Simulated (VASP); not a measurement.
# MoS2 (P6_3/mmc) in VASP: a series of runs

The runs below take MoS2 through single point, relaxation of cell and atoms, with PBEsol.

Program: VASP 6.6.1. These are calculated values, not measurements. Logs are shortened: lines on timing, memory, paths and dates and some standing lists are left out, and cuts for length are marked.

**What was measured.**

“Multiwavelength excitation Raman Scattering Analysis of bulk and 2 dimensional MoS2: Vibrational properties of atomically thin MoS2 layers”, 2015, arxiv:1506.03228 reports, for a bulk crystal of MoS2 at 300 K: band gap 1.3 eV (indirect).

How close the calculation comes is told below.

### 1 The cell of the first run

The structure is hexagonal, space group P6_3/mmc (No. 194). Conventional cell: a = 3.141 Å, b = 3.141 Å, c = 12.573 Å, α = 90.00°, β = 90.00°, γ = 120.00°. Mo (site symmetry -6m2) has 6 S at 2.39 Å and 6 Mo at 3.14 Å within 3.2 Å. S (site symmetry 3m) has 3 Mo at 2.39 Å and 7 S at 3.12 to 3.14 Å within 3.2 Å.

### 2 Single point, PBEsol

Input file INCAR:

```
ALGO     = Normal         # electronic algorithm
EDIFF    = 1E-6           # SCF threshold, eV
ENCUT    = 520            # plane-wave cutoff, eV
GGA      = PS             # functional
ISIF     = 2              # what is computed and relaxed
ISMEAR   = 0              # smearing method
LASPH    = True           # aspherical terms in the spheres
LCHARG   = False          # write CHGCAR
LREAL    = False          # projectors in reciprocal space
LWAVE    = False          # write WAVECAR
NBANDS   = 35             # bands
NELM     = 100            # most SCF steps
PREC     = Accurate       # precision mode
SIGMA    = 0.01           # smearing width, eV
```

Input file KPOINTS:

```
k-points
0
Gamma
  6 6 2
```

Input file POSCAR:

```
MoS2
1.0
    3.1414615300      0.0000000000      0.0000000000
   -1.5707307650      2.7205854900      0.0000000000
    0.0000000000      0.0000000000     12.5725150737
Mo S
2 4
Direct
    0.3333333333      0.6666666667      0.2500000000
    0.6666666667      0.3333333333      0.7500000000
    0.3333333333      0.6666666667      0.6260021298
    0.6666666667      0.3333333333      0.1260021298
    0.3333333333      0.6666666667      0.8739978702
    0.6666666667      0.3333333333      0.3739978702
```

Potentials or basis: VASP PAW PBE potentials, release 64 (Mo_sv, S).

The run is started by

```
$ cat potpaw_PBE.64/Mo_sv/POTCAR potpaw_PBE.64/S/POTCAR > POTCAR
$ mpirun -np 1 vasp_std > vasp.out
```

OUTCAR:

```text
EDIFF = 1E-6
   ENCUT = 520
   GGA = PS
   ISIF = 2
   ISMEAR = 0
   LASPH = True
   LREAL = False
   NELM = 100
   PREC = Accurate

 ion  position               nearest neighbor table
   1  0.333  0.667  0.250-   4 2.39   6 2.39   4 2.39   6 2.39   4 2.39   6 2.39
   2  0.667  0.333  0.750-   3 2.39   5 2.39   3 2.39   5 2.39   3 2.39   5 2.39
   3  0.333  0.667  0.626-   2 2.39   2 2.39   2 2.39
   4  0.667  0.333  0.126-   1 2.39   1 2.39   1 2.39
   5  0.333  0.667  0.874-   2 2.39   2 2.39   2 2.39
   6  0.667  0.333  0.374-   1 2.39   1 2.39   1 2.39

  LATTYP: Found a hexagonal cell.
 ALAT       =     3.1414615300
 C/A-ratio  =     4.0021228825

  Lattice vectors:

 A1 = (   3.1414615300,   0.0000000000,   0.0000000000)
 A2 = (  -1.5707307650,   2.7205854900,   0.0000000000)
 A3 = (   0.0000000000,   0.0000000000,  12.5725150737)

Analysis of symmetry for initial positions (statically):
=====================================================================
 Subroutine PRICEL returns:
 Original cell was already a primitive cell.

 Routine SETGRP: Setting up the symmetry group for a
 hexagonal supercell.

 Subroutine GETGRP returns: Found 24 space group operations
 (whereof 12 operations were pure point group operations)
 out of a pool of 24 trial point group operations.

The static configuration has the point symmetry D_3d.
 The point group associated with its full space group is D_6h.

Analysis of symmetry for dynamics (positions and initial velocities):
=====================================================================
 Subroutine PRICEL returns:
 Original cell was already a primitive cell.

 Routine SETGRP: Setting up the symmetry group for a
 hexagonal supercell.

 Subroutine GETGRP returns: Found 24 space group operations
 (whereof 12 operations were pure point group operations)
 out of a pool of 24 trial point group operations.

The dynamic configuration has the point symmetry D_3d.
 The point group associated with its full space group is D_6h.

 Subroutine INISYM returns: Found 24 space group operations
 (whereof 12 operations are pure point group operations),
 and found     1 'primitive' translations

----------------------------------------------------------------------------------------

                                     Primitive cell

  volume of cell :     107.4524

  direct lattice vectors                    reciprocal lattice vectors
     3.141461530  0.000000000  0.000000000     0.318323172  0.183783969  0.000000000
    -1.570730765  2.720585490  0.000000000     0.000000000  0.367567938  0.000000000
     0.000000000  0.000000000 12.572515074     0.000000000  0.000000000  0.079538580

  length of vectors
     3.141461530  3.141461530 12.572515074     0.367567938  0.367567938  0.079538580

  position of ions in fractional coordinates (direct lattice)
     0.333333333  0.666666667  0.250000000
     0.666666667  0.333333333  0.750000000
     0.333333333  0.666666667  0.626002130
     0.666666667  0.333333333  0.126002130
     0.333333333  0.666666667  0.873997870
     0.666666667  0.333333333  0.373997870

  ion indices of the primitive-cell ions
   primitive index   ion index
                 1           1
                 2           2
                 3           3
                 4           4
                 5           5
                 6           6

----------------------------------------------------------------------------------------

 KPOINTS: k-points

Automatic generation of k-mesh.
 Grid dimensions read from file:
 generate k-points for:    6    6    2

 Generating k-lattice:

  Cartesian coordinates                     Fractional coordinates (reciprocal lattice)
     0.053053862  0.030630662  0.000000000     0.166666667  0.000000000  0.000000000
     0.000000000  0.061261323  0.000000000     0.000000000  0.166666667  0.000000000
     0.000000000  0.000000000  0.039769290     0.000000000  0.000000000  0.500000000

  Length of vectors
     0.061261323  0.061261323  0.039769290

  Shift w.r.t. Gamma in fractional coordinates (k-lattice)
     0.000000000  0.000000000  0.000000000

 Subroutine IBZKPT returns following result:
 ===========================================

 Found     14 irreducible k-points:

 Following reciprocal coordinates:
            Coordinates               Weight
  0.000000  0.000000  0.000000      1.000000
  0.166667 -0.000000  0.000000      6.000000
  0.333333 -0.000000  0.000000      6.000000
  0.500000 -0.000000  0.000000      3.000000
  0.166667  0.166667  0.000000      6.000000
  0.333333  0.166667  0.000000     12.000000
  0.333333  0.333333  0.000000      2.000000
  0.000000  0.000000  0.500000      1.000000
  0.166667 -0.000000  0.500000      6.000000
  0.333333 -0.000000  0.500000      6.000000
  0.500000 -0.000000  0.500000      3.000000
  0.166667  0.166667  0.500000      6.000000
  0.333333  0.166667  0.500000     12.000000
  0.333333  0.333333  0.500000      2.000000
   k-points           NKPTS =     14   k-points in BZ     NKDIM =     14   number of bands    NBANDS=     35
   number of dos      NEDOS =    301   number of ions     NIONS =      6
   total plane-waves  NPLWV =  55296
   dimension x,y,z NGX =    24 NGY =   24 NGZ =   96
   dimension x,y,z NGXF=    48 NGYF=   48 NGZF=  192
   ions per type =               2   4
   NGX,Y,Z   is equivalent  to a cutoff of  12.70, 12.70, 12.69 a.u.
   NGXF,Y,Z  is equivalent  to a cutoff of  25.40, 25.40, 25.39 a.u.
 SYSTEM =  unknown system
   PREC   = accura    normal or accurate (medium, high low for compatibility)
   ISTART =      0    job   : 0-new  1-cont  2-samecut
   ICHARG =      2    charge: 1-file 2-atom 10-const
   ISPIN  =      1    spin polarized calculation?
   LNONCOLLINEAR =      F non collinear calculations
   LSORBIT =      F    spin-orbit coupling
   LASPH  =      T    aspherical Exc in radial PAW
   ENCUT  =  520.0 eV  38.22 Ry    6.18 a.u.   5.84  5.84 23.38*2*pi/ulx,y,z
   NELM   =    100;   NELMIN=  2; NELMDL= -5     # of ELM steps
   EDIFF  = 0.1E-05   stopping-criterion for ELM
   LREAL  =      F    real-space projection
[... 7 lines left out ...]
   TEBEG  =    0.0;   TEEND  =   0.0 temperature during run
   PSTRESS=    0.0 pullay stress
   NELECT =      52.0000    total number of electrons
   NUPDOWN=      -1.0000    fix difference up-down
   EMIN   =  10.00;   EMAX   =-10.00  energy-range for DOS
   EFERMI =   0.00;   METHOD = LEGACY
   ISMEAR =     0;   SIGMA  =   0.01  broadening in eV -4-tet -1-fermi 0-gaus
   EFERMI_NEDOS =   21; number of points for ismear=-14 and -15
   IALGO  =     38    algorithm
   IMIX   =      4    mixing-type and parameters
     AMIX     =   0.40;   BMIX     =  1.00
     AMIX_MAG =   1.60;   BMIX_MAG =  1.00
  volume/ion in A,a.u.               =      17.91       120.85
  Fermi-wavevector in a.u.,A,eV,Ry     =   1.285298  2.428861 22.476703  1.651991
  Thomas-Fermi vector in A             =   2.417441
   LORBIT       =      0    0 simple, 1 ext, 2 COOP (PROOUT), +10 PAW based schemes
   GGA     = PS    functional components
   LHFCALC =     F    Hartree Fock is set to
   AEXX    =    0.0000 exact exchange contribution
   IVDW    =     0    specifies the selected vdW correction
   LEPSILON=     F    determine dielectric tensor
   LRPA    =     F    only Hartree local field effects (RPA)
 non-spin polarized calculation
 Gauss-broadening in eV      SIGMA  =   0.01
  energy-cutoff  :      520.00
  volume of cell :      107.45
 maximum number of plane-waves:      2922
 NGX is ok and might be reduce to    24
   NGX = 11   NGY = 11   NGZ = 47

 number of electron      52.0000003 magnetization

 Free energy of the ion-electron system (eV)
  ---------------------------------------------------
  ext. energy  EPLUGINS =         0.00000000
  ---------------------------------------------------
  free energy    TOTEN  =       -46.90475730 eV

  energy without entropy =      -46.90475730  energy(sigma->0) =      -46.90475730

 E-fermi :   7.3404     XC(G=0): -10.9280

 val. band max:        7.2679681492   @ k =   0.0000   0.0000   0.0000
 cond. band min:       8.2612909133   @ k =   0.1667   0.1667   0.0000
 fundamental gap:      0.9933227641
 Fermi energy:         7.3403693858

 k-point     1 :       0.0000    0.0000    0.0000
  band No.  band energies     occupation
      1     -54.0158      2.00000
      2     -54.0158      2.00000
      3     -28.2296      2.00000
      4     -28.2296      2.00000
      5     -27.9636      2.00000
      6     -27.9636      2.00000
[... 27 lines left out ...]
     34       9.9034      0.00000
     35      12.9590      0.00000

 k-point     2 :       0.1667   -0.0000    0.0000
  band No.  band energies     occupation
      1     -54.0045      2.00000
      2     -54.0045      2.00000
      3     -28.2077      2.00000
      4     -28.2076      2.00000
      5     -28.0741      2.00000
      6     -28.0741      2.00000
[... 27 lines left out ...]
     34      10.2415      0.00000
     35      14.4548      0.00000

 k-point     3 :       0.3333   -0.0000    0.0000
  band No.  band energies     occupation
      1     -53.9819      2.00000
      2     -53.9819      2.00000
      3     -28.2898      2.00000
      4     -28.2897      2.00000
      5     -28.1635      2.00000
      6     -28.1634      2.00000
[... 27 lines left out ...]
     34      11.0691      0.00000
     35      14.0796      0.00000
[... 343 lines left out ...]
 k-point    13 :       0.3333    0.1667    0.5000
  band No.  band energies     occupation
      1     -53.9705      2.00000
      2     -53.9705      2.00000
      3     -28.3412      2.00000
      4     -28.3412      2.00000
      5     -28.1413      2.00000
      6     -28.1413      2.00000
[... 27 lines left out ...]
     34      11.2794      0.00000
     35      13.8894      0.00000

 k-point    14 :       0.3333    0.3333    0.5000
  band No.  band energies     occupation
      1     -53.9648      2.00000
      2     -53.9648      2.00000
      3     -28.2888      2.00000
      4     -28.2888      2.00000
      5     -28.2392      2.00000
      6     -28.2392      2.00000
[... 27 lines left out ...]
     34      11.7216      0.00000
     35      14.0328      0.00000

------------------------ aborting loop because EDIFF is reached ----------------------------------------

  FORCE on cell =-STRESS in cart. coord.  units (eV):
  Direction    XX          YY          ZZ          XY          YZ          ZX
  --------------------------------------------------------------------------------------
  -------------------------------------------------------------------------------------
  Total       -0.0108139     -0.0108139     -0.0107695      0.0000000      0.0000000     -0.0000000
  in kB       -0.1612409     -0.1612409     -0.1605790      0.0000000      0.0000000     -0.0000000
  external PRESSURE =      -0.1610202 kB  Pullay stress =       0.0000000 kB

 VOLUME and BASIS-vectors are now :
 -----------------------------------------------------------------------------
  energy-cutoff  :      520.00
  volume of cell :      107.45
      direct lattice vectors                 reciprocal lattice vectors
     3.141461530  0.000000000  0.000000000     0.318323172  0.183783969  0.000000000
    -1.570730765  2.720585490  0.000000000     0.000000000  0.367567938  0.000000000
     0.000000000  0.000000000 12.572515074     0.000000000  0.000000000  0.079538580

 POSITION                                       TOTAL-FORCE (eV/Angst)
 -----------------------------------------------------------------------------------
     -0.00000      1.81372      3.14313        -0.000000     -0.000000      0.000000
      1.57073      0.90686      9.42939         0.000000      0.000000      0.000000
     -0.00000      1.81372      7.87042         0.000000     -0.000000     -0.005771
      1.57073      0.90686      1.58416         0.000000      0.000000     -0.005771
     -0.00000      1.81372     10.98835        -0.000000     -0.000000      0.005771
      1.57073      0.90686      4.70209        -0.000000      0.000000      0.005771
 -----------------------------------------------------------------------------------
    total drift:                               -0.000000      0.000000     -0.000000

  FREE ENERGIE OF THE ION-ELECTRON SYSTEM (eV)
  ---------------------------------------------------
  free  energy   TOTEN  =       -46.9047573006 eV

  energy  without entropy=      -46.9047573006  energy(sigma->0) =      -46.90475730
```

Wall time 21 s (1 thread of Intel Xeon 6975P-C (Granite Rapids), shared host); peak memory 0.23 GiB.

Results:

| Item | Value |
| --- | --- |
| Free energy | -46.9048 eV |
| Pressure | 0.0 GPa |
| Largest force | 0.006 eV/Å |
| Band gap on the k mesh | 0.99 eV (least direct gap 1.74 eV) |

Forces on the atoms (eV/Å):
```
Mo   0.000  0.000  0.000
Mo   0.000  0.000  0.000
S    0.000  0.000 -0.006
S    0.000  0.000 -0.006
S    0.000  0.000  0.006
S    0.000  0.000  0.006
```

Caveat: the PAW data sets were made with another functional, which shifts forces and pressure a little; this functional lacks dispersion, which binds layers or chains, so the pressure and a relaxed spacing across them are unreliable.

### 3 Single point, PBEsol

Input file INCAR:

```
ALGO = Normal
EDIFF = 1E-6
ENCUT = 520
GGA = PS
ISIF = 2
ISMEAR = -1
LASPH = True
LCHARG = False
LREAL = False
LWAVE = False
NBANDS = 35
NELM = 100
PREC = Accurate
SIGMA = 0.08
```

Input file KPOINTS:

```
k-points
0
Gamma
  10 10 4
```

POSCAR is that of step 2.

Potentials or basis: VASP PAW PBE potentials, release 64 (Mo_sv, S).

The run is started by

```
$ cat potpaw_PBE.64/Mo_sv/POTCAR potpaw_PBE.64/S/POTCAR > POTCAR
$ mpirun -np 1 vasp_std > vasp.out
```

Wall time 55 s (1 thread of Intel Xeon 6975P-C (Granite Rapids), shared host); peak memory 0.29 GiB.

Results (log left out):

| Property | Result |
| --- | --- |
| Free energy | -46.9059 eV |
| Pressure | 0.0 GPa |
| Band gap on the k mesh | 1.04 eV (least direct gap 1.97 eV) |

Levels at points of the mesh, in eV from the valence-band top:
| k point | band 24 | band 25 | band 26 | band 27 | band 28 | band 29 |
| --- | --- | --- | --- | --- | --- | --- |
| (0.00, 0.00, 0.00) | -1.31 | -1.13 | 0.00 | 2.29 | 2.29 | 2.31 |
| (0.50, 0.00, 0.00) | -1.41 | -1.32 | -1.23 | 1.80 | 1.84 | 2.19 |
| (0.00, 0.00, 0.50) | -2.05 | -0.29 | -0.29 | 2.29 | 2.29 | 2.29 |
| (0.50, 0.00, 0.50) | -1.48 | -1.27 | -1.27 | 1.82 | 1.82 | 2.33 |

Caveat: the PAW data sets were made with another functional, which shifts forces and pressure a little; this functional lacks dispersion, which binds layers or chains, so the pressure and a relaxed spacing across them are unreliable.

(Part 1 of 2 ends here.)
